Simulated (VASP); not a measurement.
## CuAu: single point with PBE0

CuAu:

```
Au Cu
1.0
     2.84774    0.00000    0.00000
     0.00000    2.84774    0.00000
     0.00000    0.00000    3.73349
Au Cu
1 1
Direct
  0.00000 0.00000 0.00000
  0.50000 0.50000 0.50000
```

- Program: VASP 6.6.1
- Task: single point
- Functional: PBE0
- Potentials or basis: VASP PAW PBE potentials, release 64 (Au, Cu)
- Cutoff: 520 eV
- k mesh: 6 × 6 × 4
- Occupations: fermi-dirac, width 0.05 eV
- Spin: no spin polarisation

The pressure is -2.5 GPa and the band gap on the k mesh is zero (bands 11 and 12 overlap by 10.00 eV).

Stress tensor (GPa, compression positive):
```
-1.25  0.00  0.00
 0.00 -1.25  0.00
 0.00  0.00 -5.06
```

Levels at points of the mesh, in eV from the Fermi level:
| k point | band 9 | band 10 | band 11 | band 12 | band 13 | band 14 |
| --- | --- | --- | --- | --- | --- | --- |
| (0.00, 0.00, 0.00) | -3.22 | -2.88 | -2.88 | 2.96 | 9.17 | 11.30 |
| (0.50, 0.00, 0.00) | -4.01 | -3.76 | -1.93 | -0.73 | 10.63 | 10.68 |
| (0.50, 0.50, 0.00) | -2.80 | -2.77 | 1.39 | 1.39 | 6.10 | 8.00 |
| (0.00, 0.00, 0.50) | -3.89 | -3.89 | -3.82 | -3.59 | 15.69 | 15.91 |
| (0.50, 0.00, 0.50) | -3.06 | -2.96 | -1.28 | -1.16 | 3.34 | 5.33 |
| (0.50, 0.50, 0.50) | -3.29 | -2.80 | 6.41 | 6.41 | 6.77 | 7.35 |

Run time: 25 min on 1 thread of Intel(R) Xeon(R) 6975P-C (Granite Rapids), on a shared host, peak memory 0.17 GiB.

Caveat: the k points lie up to 0.42 Å⁻¹ apart, too coarse for converged energies and pressures of a metal; the PAW data sets were made with another functional, which shifts forces and pressure a little; spin-orbit coupling is left out, which moves the levels of the heavy elements.
